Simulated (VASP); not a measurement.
InP, 2 atoms in the cell. It takes space group F-43m (No. 216, cubic). Conventional cell: a = 5.878 Å, b = 5.878 Å, c = 5.878 Å, α = 90.00°, β = 90.00°, γ = 90.00°. Within 3.4 Å of In (site symmetry -43m) lie 4 P at 2.55 Å. Within 3.4 Å of P (site symmetry -43m) lie 4 In at 2.55 Å. 

```yaml
Program: VASP 6.6.1
Task: single point
Functional: PBEsol
Potentials_or_basis: VASP PAW PBE potentials, release 64 (In_d, P)
Cutoff: 520 eV
k_mesh: 8 × 8 × 8
Occupations: fermi-dirac, width 0.05 eV
Spin: no spin polarisation
Dipole_correction: no
Further_INCAR_settings: ALGO = Normal; EDIFF = 1e-06; NBANDS = 16
```

Potentials or basis: VASP PAW PBE potentials, release 64 (In_d, P).

Command:

```console
$ cat potpaw_PBE.64/In_d/POTCAR potpaw_PBE.64/P/POTCAR > POTCAR
$ mpirun -np 1 vasp_std > vasp.out
```

Hardware: 1 thread of Intel(R) Xeon(R) Platinum 8259CL CPU @ 2.50GHz (Skylake/Cascade Lake), with other jobs on the host.

Problem. Estimate the wall time of this run.

Solution. Run time: 16 s on 1 thread of Intel(R) Xeon(R) Platinum 8259CL CPU @ 2.50GHz (Skylake/Cascade Lake), on a shared host, peak memory 0.18 GiB. Counts: scf iterations 12, k points 29.
